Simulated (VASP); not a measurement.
# Zn (P6_3/mmc) in VASP: settings compared

Aim: see how the results for Zn move with the level of theory and the settings. Levels: LDA, PBEsol. Tasks: single point.

All numbers are computed with VASP 6.6.1; they aren't measurements. Logs are shortened: lines on timing, memory, paths and dates and some standing lists are left out, and cuts for length are marked.

## (1) The cell of the first run

The structure is hexagonal, space group P6_3/mmc (No. 194). The conventional cell has a = 2.615 Å, b = 2.615 Å, c = 4.865 Å, α = 90.00°, β = 90.00°, γ = 120.00°. Zn (site symmetry -6m2) has 12 Zn at 2.62 to 2.86 Å within 3.5 Å.

## (2) Single point, LDA (volume scaled by 0.94)

The input, INCAR:

```
ALGO = Normal ; EDIFF = 1E-6
ENCUT = 520 ; GGA = CA
ISIF = 2 ; ISMEAR = -1
LASPH = True ; LCHARG = True
LELF = True ; LREAL = False
LVHAR = True ; LWAVE = False
NBANDS = 19 ; NELM = 100
PREC = Accurate ; SIGMA = 0.05
```

The input, KPOINTS:

```
k-points
0
Gamma
  11 11 6
```

The input, POSCAR:

```
Zn
1.0
    2.6154949103      0.0000000000      0.0000000000
   -1.3077474551      2.2650850358      0.0000000000
    0.0000000000      0.0000000000      4.8646246159
Zn
2
Direct
    0.6666666667      0.3333333333      0.7500000000
    0.3333333333      0.6666666667      0.2500000000
```

Potentials or basis: VASP PAW LDA potentials, release 64 (Zn).

Run with:

```bash
$ cat potpaw_LDA.64/Zn/POTCAR > POTCAR
$ mpirun -np 1 vasp_std > vasp.out
```

OUTCAR:

```text
EDIFF = 1E-6
   ENCUT = 520
   GGA = CA
   ISIF = 2
   ISMEAR = -1
   LASPH = True
   LREAL = False
   NELM = 100
   PREC = Accurate

 ion  position               nearest neighbor table
   1  0.667  0.333  0.750-   2 2.86   2 2.86   2 2.86   2 2.86   2 2.86   2 2.86
   2  0.333  0.667  0.250-   1 2.86   1 2.86   1 2.86   1 2.86   1 2.86   1 2.86

  LATTYP: Found a hexagonal cell.
 ALAT       =     2.6154949103
 C/A-ratio  =     1.8599250936

  Lattice vectors:

 A1 = (   2.6154949103,   0.0000000000,   0.0000000000)
 A2 = (  -1.3077474551,   2.2650850358,   0.0000000000)
 A3 = (   0.0000000000,   0.0000000000,   4.8646246159)

Analysis of symmetry for initial positions (statically):
=====================================================================
 Subroutine PRICEL returns:
 Original cell was already a primitive cell.

 Routine SETGRP: Setting up the symmetry group for a
 hexagonal supercell.

 Subroutine GETGRP returns: Found 24 space group operations
 (whereof 12 operations were pure point group operations)
 out of a pool of 24 trial point group operations.

The static configuration has the point symmetry D_3d.
 The point group associated with its full space group is D_6h.

Analysis of symmetry for dynamics (positions and initial velocities):
=====================================================================
 Subroutine PRICEL returns:
 Original cell was already a primitive cell.

 Routine SETGRP: Setting up the symmetry group for a
 hexagonal supercell.

 Subroutine GETGRP returns: Found 24 space group operations
 (whereof 12 operations were pure point group operations)
 out of a pool of 24 trial point group operations.

The dynamic configuration has the point symmetry D_3d.
 The point group associated with its full space group is D_6h.

 Subroutine INISYM returns: Found 24 space group operations
 (whereof 12 operations are pure point group operations),
 and found     1 'primitive' translations

----------------------------------------------------------------------------------------

                                     Primitive cell

  volume of cell :      28.8196

  direct lattice vectors                    reciprocal lattice vectors
     2.615494910  0.000000000  0.000000000     0.382336817  0.220742264  0.000000000
    -1.307747455  2.265085036  0.000000000     0.000000000  0.441484529  0.000000000
     0.000000000  0.000000000  4.864624616     0.000000000  0.000000000  0.205565707

  length of vectors
     2.615494910  2.615494910  4.864624616     0.441484529  0.441484529  0.205565707

  position of ions in fractional coordinates (direct lattice)
     0.666666667  0.333333333  0.750000000
     0.333333333  0.666666667  0.250000000

  ion indices of the primitive-cell ions
   primitive index   ion index
                 1           1
                 2           2

----------------------------------------------------------------------------------------

 KPOINTS: k-points

Automatic generation of k-mesh.
 Grid dimensions read from file:
 generate k-points for:   11   11    6

 Generating k-lattice:

  Cartesian coordinates                     Fractional coordinates (reciprocal lattice)
     0.034757892  0.020067479  0.000000000     0.090909091  0.000000000  0.000000000
     0.000000000  0.040134957  0.000000000     0.000000000  0.090909091  0.000000000
     0.000000000  0.000000000  0.034260951     0.000000000  0.000000000  0.166666667

  Length of vectors
     0.040134957  0.040134957  0.034260951

  Shift w.r.t. Gamma in fractional coordinates (k-lattice)
     0.000000000  0.000000000  0.000000000

 Subroutine IBZKPT returns following result:
 ===========================================

 Found     64 irreducible k-points:

 Following reciprocal coordinates:
            Coordinates               Weight
  0.000000  0.000000  0.000000      1.000000
  0.090909  0.000000  0.000000      6.000000
  0.181818  0.000000  0.000000      6.000000
  0.272727  0.000000  0.000000      6.000000
  0.363636  0.000000  0.000000      6.000000
  0.454545  0.000000  0.000000      6.000000
[... 16 lines left out ...]
  0.090909  0.090909  0.166667     12.000000
  0.181818  0.090909  0.166667     24.000000
 [... further k-points ...]
   k-points           NKPTS =     64   k-points in BZ     NKDIM =     64   number of bands    NBANDS=     19
   number of dos      NEDOS =    301   number of ions     NIONS =      2
   total plane-waves  NPLWV =  14400
   dimension x,y,z NGX =    20 NGY =   20 NGZ =   36
   dimension x,y,z NGXF=    40 NGYF=   40 NGZF=   72
   ions per type =               2
   NGX,Y,Z   is equivalent  to a cutoff of  12.71, 12.71, 12.30 a.u.
   NGXF,Y,Z  is equivalent  to a cutoff of  25.42, 25.42, 24.61 a.u.
 SYSTEM =  unknown system
   PREC   = accura    normal or accurate (medium, high low for compatibility)
   ISTART =      0    job   : 0-new  1-cont  2-samecut
   ICHARG =      2    charge: 1-file 2-atom 10-const
   ISPIN  =      1    spin polarized calculation?
   LNONCOLLINEAR =      F non collinear calculations
   LSORBIT =      F    spin-orbit coupling
   LASPH  =      T    aspherical Exc in radial PAW
   ENCUT  =  520.0 eV  38.22 Ry    6.18 a.u.   4.86  4.86  9.04*2*pi/ulx,y,z
   NELM   =    100;   NELMIN=  2; NELMDL= -5     # of ELM steps
   EDIFF  = 0.1E-05   stopping-criterion for ELM
   LREAL  =      F    real-space projection
   EDIFFG = 0.1E-04   stopping-criterion for IOM
   NSW    =      0    number of steps for IOM
   IBRION =     -1    ionic relax: 0-MD 1-quasi-New 2-CG
   NFREE  =      0    steps in history (QN), initial steepest desc. (CG)
   ISIF   =      2    stress and relaxation
   ISYM   =      2    0-nonsym 1-usesym 2-fastsym
   POTIM  = 0.5000    time-step for ionic-motion
   TEBEG  =    0.0;   TEEND  =   0.0 temperature during run
   PSTRESS=    0.0 pullay stress
   NELECT =      24.0000    total number of electrons
   NUPDOWN=      -1.0000    fix difference up-down
   EMIN   =  10.00;   EMAX   =-10.00  energy-range for DOS
   EFERMI =   0.00;   METHOD = LEGACY
   ISMEAR =    -1;   SIGMA  =   0.05  broadening in eV -4-tet -1-fermi 0-gaus
   EFERMI_NEDOS =   21; number of points for ismear=-14 and -15
   IALGO  =     38    algorithm
   IMIX   =      4    mixing-type and parameters
     AMIX     =   0.40;   BMIX     =  1.00
     AMIX_MAG =   1.60;   BMIX_MAG =  1.00
  volume/ion in A,a.u.               =      14.41        97.24
  Fermi-wavevector in a.u.,A,eV,Ry     =   1.540220  2.910593 32.276784  2.372277
  Thomas-Fermi vector in A             =   2.646337
   LORBIT       =      0    0 simple, 1 ext, 2 COOP (PROOUT), +10 PAW based schemes
   GGA     = CA    functional components
   LHFCALC =     F    Hartree Fock is set to
   AEXX    =    0.0000 exact exchange contribution
   IVDW    =     0    specifies the selected vdW correction
   LEPSILON=     F    determine dielectric tensor
   LRPA    =     F    only Hartree local field effects (RPA)
 non-spin polarized calculation
  energy-cutoff  :      520.00
  volume of cell :       28.82
 maximum number of plane-waves:       789
 NGX is ok and might be reduce to    20
   NGX =  9   NGY =  9   NGZ = 19

 number of electron      24.0000035 magnetization

 Free energy of the ion-electron system (eV)
  ---------------------------------------------------
  ext. energy  EPLUGINS =         0.00000000
  ---------------------------------------------------
  free energy    TOTEN  =        -3.71773743 eV

  energy without entropy =       -3.71311410  energy(sigma->0) =       -3.71542576

 E-fermi :   3.1271     XC(G=0): -12.1746

 val. band max:        3.1185577480   @ k =   0.3636   0.2727   0.3333
 cond. band min:       3.1884491991   @ k =   0.1818   0.0000   0.1667
 fundamental gap:      0.0698914511
 Fermi energy:         3.1271302849

 k-point     1 :       0.0000    0.0000    0.0000
  band No.  band energies     occupation
      1      -7.5633      2.00000
      2      -5.6543      2.00000
      3      -4.8836      2.00000
      4      -4.6226      2.00000
      5      -4.6226      2.00000
      6      -4.5675      2.00000
[... 11 lines left out ...]
     18      23.0415      0.00000
     19      23.0418      0.00000

 k-point     2 :       0.0909    0.0000    0.0000
  band No.  band energies     occupation
      1      -7.3094      2.00000
      2      -5.5411      2.00000
      3      -4.8575      2.00000
      4      -4.6474      2.00000
      5      -4.5942      2.00000
      6      -4.5595      2.00000
[... 11 lines left out ...]
     18      21.7429      0.00000
     19      23.7400      0.00000

 k-point     3 :       0.1818    0.0000    0.0000
  band No.  band energies     occupation
      1      -6.5829      2.00000
      2      -5.2956      2.00000
      3      -4.8215      2.00000
      4      -4.6973      2.00000
      5      -4.5606      2.00000
      6      -4.5297      2.00000
[... 11 lines left out ...]
     18      19.9905      0.00000
     19      20.5188      0.00000

 k-point     4 :       0.2727    0.0000    0.0000
  band No.  band energies     occupation
      1      -5.6636      2.00000
      2      -5.2210      2.00000
      3      -4.8351      2.00000
      4      -4.7189      2.00000
      5      -4.6061      2.00000
      6      -4.4375      2.00000
[... 11 lines left out ...]
     18      19.0946      0.00000
     19      20.1874      0.00000

 k-point     5 :       0.3636    0.0000    0.0000
  band No.  band energies     occupation
      1      -5.3861      2.00000
      2      -5.2953      2.00000
      3      -5.0511      2.00000
      4      -4.5691      2.00000
      5      -4.5596      2.00000
      6      -4.4217      2.00000
[... 11 lines left out ...]
     18      18.4942      0.00000
     19      19.9826      0.00000
[... 334 lines left out ...]
      2      -5.3060      2.00000
      3      -5.0252      2.00000
      4      -4.7548      2.00000
      5      -4.4647      2.00000
      6      -4.3953      2.00000
[... 11 lines left out ...]
     18      18.4528      0.00000
     19      19.1025      0.00000

 k-point    22 :       0.4545    0.0000    0.1667
  band No.  band energies     occupation
      1      -5.4192      2.00000
      2      -5.3876      2.00000
      3      -5.1126      2.00000
      4      -4.7776      2.00000
      5      -4.4278      2.00000
      6      -4.3936      2.00000
[... 11 lines left out ...]
     18      18.2681      0.00000
     19      18.4671      0.00000

 k-point    23 :       0.0909    0.0909    0.1667
  band No.  band energies     occupation
      1      -6.6520      2.00000
      2      -5.3485      2.00000
      3      -4.8304      2.00000
      4      -4.6958      2.00000
      5      -4.6695      2.00000
      6      -4.4386      2.00000
[... 11 lines left out ...]
     18      20.1604      0.00000
     19      23.0508      0.00000

 k-point    24 :       0.1818    0.0909    0.1667
  band No.  band energies     occupation
      1      -5.8078      2.00000
      2      -5.1259      2.00000
      3      -4.8254      2.00000
      4      -4.7706      2.00000
      5      -4.7207      2.00000
      6      -4.5744      2.00000
[... 11 lines left out ...]
     18      18.3625      0.00000
     19      20.5652      0.00000

 [... further k-points ...]
[... 5 lines left out ...]
  --------------------------------------------------------------------------------------
  -------------------------------------------------------------------------------------
  Total       -0.7738978     -0.7738978     -0.8806132     -0.0000000     -0.0000000      0.0000000
  in kB      -43.0235746    -43.0235746    -48.9562381     -0.0000000     -0.0000000      0.0000000
  external PRESSURE =     -45.0011291 kB  Pullay stress =       0.0000000 kB

 VOLUME and BASIS-vectors are now :
 -----------------------------------------------------------------------------
  energy-cutoff  :      520.00
  volume of cell :       28.82
      direct lattice vectors                 reciprocal lattice vectors
     2.615494910  0.000000000  0.000000000     0.382336817  0.220742264  0.000000000
    -1.307747455  2.265085036  0.000000000     0.000000000  0.441484529  0.000000000
     0.000000000  0.000000000  4.864624616     0.000000000  0.000000000  0.205565707

 POSITION                                       TOTAL-FORCE (eV/Angst)
 -----------------------------------------------------------------------------------
      1.30775      0.75503      3.64847         0.000000      0.000000      0.000000
     -0.00000      1.51006      1.21616        -0.000000      0.000000      0.000000
 -----------------------------------------------------------------------------------
    total drift:                               -0.000000      0.000000     -0.000000

  FREE ENERGIE OF THE ION-ELECTRON SYSTEM (eV)
  ---------------------------------------------------
  free  energy   TOTEN  =        -3.7177374298 eV

  energy  without entropy=       -3.7131140975  energy(sigma->0) =       -3.71542576
```

It took 17 s on 1 thread of Intel Xeon Platinum 8259CL at 2.50GHz (Skylake/Cascade Lake), shared host; peak memory 0.14 GiB.

Results:

| Item | Value |
| --- | --- |
| Free energy | -3.7177 eV |
| Pressure | -4.5 GPa |
| Band gap on the k mesh | zero (band 12 reaches 5.02 eV, above the bottom of band 13 at 0.20 eV) |

Levels at points of the mesh, in eV from the Fermi level:
```csv
k point,band 9,band 10,band 11,band 12,band 13,band 14,band 15,band 16
"(0.00, 0.00, 0.00)",-7.33,-7.10,-7.10,-3.74,-2.92,14.11,17.97,18.19
"(0.00, 0.00, 0.50)",-7.20,-7.20,-7.20,-7.20,4.86,4.86,19.53,19.53
```

## (3) Single point, PBEsol (volume scaled by 0.94)

The input, INCAR:

```
PREC = Accurate
ENCUT = 520
EDIFF = 1E-7
ISMEAR = -1
SIGMA = 0.05
LREAL = F
LASPH = T
NELM = 60
ALGO = Normal
ISIF = 2
LWAVE = F
LCHARG = F
GGA = PS
NBANDS = 19
```

The input, KPOINTS:

```
Automatic mesh
0
Gamma
  11 11 6
```

POSCAR is that of step 2.

Potentials or basis: VASP PAW PBE potentials, release 64 (Zn).

Run with:

```bash
$ cat potpaw_PBE.64/Zn/POTCAR > POTCAR
$ mpirun -np 1 vasp_std > vasp.out
```

Wall time 21 s (1 thread of Intel Xeon Platinum 8259CL at 2.50GHz (Skylake/Cascade Lake), shared host); peak memory 0.15 GiB.

The run converged. Its results:

* Free energy: -3.1554 eV
* Pressure: -0.7 GPa
* Band gap on the k mesh: zero (band 12 reaches 5.07 eV, above the bottom of band 13 at 0.32 eV)

Stress tensor (GPa, compression positive):
```
 0.12  0.00  0.00
 0.00  0.12  0.00
 0.00  0.00 -2.23
```

Levels at points of the mesh, in eV from the Fermi level:
| k point | band 10 | band 11 | band 12 | band 13 | band 14 | band 15 |
| --- | --- | --- | --- | --- | --- | --- |
| (0.00, 0.00, 0.00) | -6.99 | -6.99 | -3.79 | -2.86 | 14.19 | 17.91 |
| (0.00, 0.00, 0.50) | -7.08 | -7.08 | -7.08 | 4.87 | 4.87 | 19.67 |

Caveat: the PAW data sets were made with another functional, which shifts forces and pressure a little.

## (4) Single point, LDA (volume scaled by 0.96)

The input, INCAR:

```
PREC = Accurate
ENCUT = 520
EDIFF = 1E-6
ISMEAR = -1
SIGMA = 0.05
LREAL = F
LASPH = T
NELM = 60
ALGO = Normal
ISIF = 2
LWAVE = F
LCHARG = F
GGA = CA
NBANDS = 19
```

KPOINTS is that of step 3.

The input, POSCAR:

```
Zn
1.0
    2.6339144954      0.0000000000      0.0000000000
   -1.3169572477      2.2810368644      0.0000000000
    0.0000000000      0.0000000000      4.8988836645
Zn
2
Direct
    0.6666666667      0.3333333333      0.7500000000
    0.3333333333      0.6666666667      0.2500000000
```

Potentials or basis: VASP PAW LDA potentials, release 64 (Zn).

Run with:

```bash
$ cat potpaw_LDA.64/Zn/POTCAR > POTCAR
$ mpirun -np 1 vasp_std > vasp.out
```

Run time: 17 s. Hardware: 1 thread of Intel Xeon Platinum 8259CL at 2.50GHz (Skylake/Cascade Lake), shared host; peak memory 0.14 GiB.

It converged, with:

- Free energy: -3.6975 eV
- Pressure: -6.1 GPa
- Band gap on the k mesh: zero (band 12 reaches 4.85 eV, above the bottom of band 13 at 0.03 eV)

Stress tensor (GPa, compression positive):
```
-6.14  0.00  0.00
 0.00 -6.14  0.00
 0.00  0.00 -5.98
```

Levels at points of the mesh, in eV from the Fermi level:
| k point | band 9 | band 10 | band 11 | band 12 | band 13 | band 14 | band 15 | band 16 |
| --- | --- | --- | --- | --- | --- | --- | --- | --- |
| (0.00, 0.00, 0.00) | -7.29 | -7.07 | -7.07 | -3.63 | -2.95 | 13.91 | 17.74 | 17.90 |
| (0.00, 0.00, 0.50) | -7.16 | -7.16 | -7.16 | -7.16 | 4.78 | 4.78 | 19.21 | 19.21 |

## (5) Single point, PBEsol (volume scaled by 0.96)

The input, INCAR:

```
SYSTEM = Zn
ALGO = Normal
EDIFF = 1E-6
ENCUT = 520
GGA = PS
ISIF = 2
ISMEAR = -1
LASPH = .TRUE.
LCHARG = .FALSE.
LREAL = .FALSE.
LWAVE = .FALSE.
NBANDS = 19
NELM = 100
PREC = Accurate
SIGMA = 0.05
```

The input, KPOINTS:

```
k-points
0
G
  11 11 6
  0 0 0
```

POSCAR is that of step 4.

Potentials or basis: VASP PAW PBE potentials, release 64 (Zn).

Run with:

```bash
$ cat potpaw_PBE.64/Zn/POTCAR > POTCAR
$ mpirun -np 1 vasp_std > vasp.out
```

It took 19 s on 1 thread of Intel Xeon Platinum 8259CL at 2.50GHz (Skylake/Cascade Lake), shared host; peak memory 0.15 GiB.

It converged, with:

| Item | Value |
| --- | --- |
| Free energy | -3.1494 eV |
| Pressure | -2.4 GPa |
| Band gap on the k mesh | zero (band 12 reaches 4.90 eV, above the bottom of band 13 at 0.14 eV) |

Stress tensor (GPa, compression positive):
```
-1.91  0.00  0.00
 0.00 -1.91  0.00
 0.00  0.00 -3.42
```

Levels at points of the mesh, in eV from the Fermi level:
```csv
k point,band 10,band 11,band 12,band 13,band 14,band 15
"(0.00, 0.00, 0.00)",-6.96,-6.96,-3.68,-2.88,13.99,17.68
"(0.00, 0.00, 0.50)",-7.05,-7.05,-7.05,4.79,4.79,19.35
```

Caveat: the PAW data sets were made with another functional, which shifts forces and pressure a little.

## (6) Single point, LDA (volume scaled by 0.98)

The input, INCAR:

```
PREC = Accurate
ENCUT = 520
EDIFF = 1E-6
ISMEAR = -1
SIGMA = 0.05
LREAL = False
LASPH = True
NELM = 100
ALGO = Normal
ISIF = 2
LWAVE = False
LCHARG = False
NBANDS = 19
```

The input, KPOINTS:

```
regular mesh
0
Gamma
  11 11 6
```

The input, POSCAR:

```
Zn
1.0
    2.6520799970      0.0000000000      0.0000000000
   -1.3260399985      2.2967686502      0.0000000000
    0.0000000000      0.0000000000      4.9326701367
Zn
2
Direct
    0.6666666667      0.3333333333      0.7500000000
    0.3333333333      0.6666666667      0.2500000000
```

Potentials or basis: VASP PAW LDA potentials, release 64 (Zn).

Run with:

```bash
$ cat potpaw_LDA.64/Zn/POTCAR > POTCAR
$ mpirun -np 1 vasp_std > vasp.out
```

It took 20 s on 1 thread of Intel Xeon Platinum 8259CL at 2.50GHz (Skylake/Cascade Lake), shared host; peak memory 0.14 GiB.

Results (log left out):

```
Free energy            : -3.6716 eV
Pressure               : -7.5 GPa
Band gap on the k mesh : zero (band 12 reaches 4.69 eV, above the bottom of band 13 at -0.14 eV)
```

Stress tensor (GPa, compression positive):
```
-7.74  0.00  0.00
 0.00 -7.74  0.00
 0.00  0.00 -6.88
```

Levels at points of the mesh, in eV from the Fermi level:
```tsv
k point	band 8	band 9	band 10	band 11	band 12	band 13	band 14	band 15	band 16	band 17
(0.00, 0.00, 0.00)	-7.26	-7.26	-7.05	-7.05	-3.53	-2.97	13.72	17.51	17.62	17.62
(0.00, 0.00, 0.50)	-7.58	-7.14	-7.14	-7.14	-7.14	4.71	4.71	18.90	18.90	18.90
```

## (7) Summary

```csv
level,potentials or basis,cell,gap on the mesh (eV),pressure (GPa)
LDA,"VASP PAW LDA potentials, release 64 (Zn)","a = 2.615, b = 2.615, c = 4.865 Å, angles 90.0, 90.0, 120.0°, 2 atoms",none,-4.5
PBEsol,"VASP PAW PBE potentials, release 64 (Zn)","a = 2.615, b = 2.615, c = 4.865 Å, angles 90.0, 90.0, 120.0°, 2 atoms",none,-0.7
LDA,"VASP PAW LDA potentials, release 64 (Zn)","a = 2.634, b = 2.634, c = 4.899 Å, angles 90.0, 90.0, 120.0°, 2 atoms",none,-6.1
PBEsol,"VASP PAW PBE potentials, release 64 (Zn)","a = 2.634, b = 2.634, c = 4.899 Å, angles 90.0, 90.0, 120.0°, 2 atoms",none,-2.4
LDA,"VASP PAW LDA potentials, release 64 (Zn)","a = 2.652, b = 2.652, c = 4.933 Å, angles 90.0, 90.0, 120.0°, 2 atoms",none,-7.5
```

Alike in all rows: task single point; no spin polarisation; k mesh 11 × 11 × 6; cutoff (eV) 520; smearing fermi-dirac 0.05 eV.

Caveats: the PAW data sets were made with another functional, which shifts forces and pressure a little (some runs).

Absolute energies hang on the potentials; compare differences alone.
